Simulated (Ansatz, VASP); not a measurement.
**One calculation of Ni, two programs**

The input INCAR:

```
  PREC = Accurate
  ENCUT = 520
  EDIFF = 1E-6
  ISMEAR = -1
  SIGMA = 0.1
  LREAL = F
  LASPH = T
  NELM = 100
  ALGO = Normal
  ISIF = 2
  LWAVE = F
  LCHARG = F
  GGA = PE
  NBANDS = 28
```

The input KPOINTS:

```
regular mesh
0
Gamma
  10 10 8
```

Contents of POSCAR:

```
Ni
1.0
    1.9070160000      3.2300790000      0.0000000000
    1.9070160000     -3.2300790000      0.0000000000
    0.0000000000      0.0000000000     -3.8148750000
Ni
4
Direct
    0.1549000000      0.8451000000      0.9190000000
    0.3451000000      0.6549000000      0.4190000000
    0.8451000000      0.1549000000      0.0810000000
    0.6549000000      0.3451000000      0.5810000000
```

Input for Ansatz:

```yaml
crystal:
  lattice:
    - [1.907016, 3.230079, 0.0]
    - [1.907016, -3.230079, 0.0]
    - [0.0, 0.0, -3.814875]
  atoms:
    - { symbol: Ni, position: [0.1549, 0.8451, 0.919] }
    - { symbol: Ni, position: [0.3451, 0.6549, 0.419] }
    - { symbol: Ni, position: [0.8451, 0.1549, 0.081] }
    - { symbol: Ni, position: [0.6549, 0.3451, 0.581] }
  symmetry: { tolerance: 0.0003 }
kpoints:
  mp_grid: { grid: [10, 10, 8], shift: [0, 0, 0] }
  band_path:
    path:
      - [0.0, 0.0, 0.0]
      - [0.5, -0.5, 0.0]
      - [0.66285903, -0.33714097, 0.0]
      - [0.33714097, 0.33714097, 0.0]
      - [0.0, 0.0, 0.0]
      - [0.0, 0.0, -0.5]
      - [0.33714097, 0.33714097, -0.5]
      - [0.66285903, -0.33714097, -0.5]
      - [0.5, -0.5, -0.5]
      - [0.5, -0.5, 0.0]
      - [0.0, 0.0, 0.0]
    npoints: 6
magnetization:
  spin_polarized: false
scf:
  occupations: { method: fermi_dirac }
  lower_state_search: "off"
  max_iter: 200
hamiltonian:
  pseudopotentials: { kind: paw }
  xc: pbe
basis:
  ecutwfc: 420
  fft_grid_basis: typed
output:
  forces: true
  stress: true
  eigenvalues: true
  bader: true
  populations: true
  elf: true
  write_potential: true
  volumetric_format: npy
  dos:
    e_range: [-12, 8]
    de: 0.05
    projected: { site_lists: { Ni: [Ni] } }
checkpoint:
  read: saved_state
```

Alike in both runs: task single point; functional PBE; k mesh 10 × 10 × 8; no spin polarisation.

```csv
,VASP,Ansatz
version,VASP 6.6.1,Ansatz 0.2.0
potentials or method,"VASP PAW PBE potentials, release 64 (Ni), cutoff 520 eV",PAW plane waves
occupations,"fermi-dirac, width 0.1 eV",fermi-dirac
valence electrons in the cell,40,72
```

|  | VASP | Ansatz | Ansatz less VASP |
| --- | --- | --- | --- |
| pressure (GPa) | 21.1 | 21.5 | +0.39 |
| traceless stress, the component that is largest in VASP (GPa) | 7.87 | 7.95 | +0.082 |
| rms of the force components (eV/Å) | 0.303 | 0.309 | +0.0059 |

Atom by atom the forces differ by 0.006 eV/Å (rms over components). VASP's potentials hold 40 valence electrons a cell and Ansatz's 72, so a difference there can come from the potentials and not from the codes.
